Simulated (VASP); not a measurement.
A run of VASP 6.6.1 is set up as follows.

The input POSCAR:

```
Hg
1.0
   -1.7934065524      1.7934065524      1.7934065524
    1.7934065524     -1.7934065524      1.7934065524
    1.7934065524      1.7934065524     -1.7934065524
Hg
1
Direct
    0.0000000000      0.0000000000      0.0000000000
```

Contents of INCAR.step1:

```
  PREC = Accurate
  ENCUT = 600
  ISMEAR = -1
  SIGMA = 0.1
  LREAL = F
  LASPH = T
  NELM = 120
  GGA = PE
  ALGO = Normal
  EDIFF = 1E-5
  LWAVE = T
  LCHARG = F
  GGA_COMPAT = F
  IBRION = 2
  ISIF = 3
  EDIFFG = -0.005
  NELMIN = 4
  NSW = 100
```

Contents of INCAR.step2:

```
  PREC = Accurate
  ENCUT = 600
  EDIFF = 1E-7
  ISMEAR = -1
  SIGMA = 0.1
  LREAL = F
  LASPH = T
  NELM = 120
  ALGO = Normal
  ISIF = 3
  LWAVE = F
  LCHARG = F
  METAGGA = R2SCAN
  LMIXTAU = T
  IBRION = 2
  NSW = 80
  EDIFFG = -0.01
  ISTART = 1
  GGA_COMPAT = F
  NELMIN = 4
```

The input KPOINTS:

```
regular mesh
0
Gamma
  12 12 12
```

Potentials or basis: VASP PAW PBE potentials, release 64 (Hg_sv_GW).

The run is started by

```sh
$ cat potpaw_PBE.64/Hg_sv_GW/POTCAR > POTCAR
$ cp INCAR.step1 INCAR
$ mpirun -np 1 vasp_std > vasp.out
$ cp INCAR.step2 INCAR
$ mpirun -np 1 vasp_std > vasp.out
```

Problem. Predict the space group after relaxing (to 0.1 Å).

Solution. Im-3m (No. 229).

Problem. Estimate the relaxed cell.

Solution. a = 3.239 Å, b = 3.239 Å, c = 3.239 Å, α = 109.47°, β = 109.47°, γ = 109.47°.

Final structure:
```cif
data_structure
_symmetry_space_group_name_H-M 'P 1'
_symmetry_Int_Tables_number 1
_cell_length_a 3.2390
_cell_length_b 3.2390
_cell_length_c 3.2390
_cell_angle_alpha 109.471
_cell_angle_beta 109.471
_cell_angle_gamma 109.471
_cell_volume 26.16
loop_
_atom_site_label
_atom_site_type_symbol
_atom_site_fract_x
_atom_site_fract_y
_atom_site_fract_z
_atom_site_occupancy
Hg1 Hg 0.00000 0.00000 0.00000 1
```
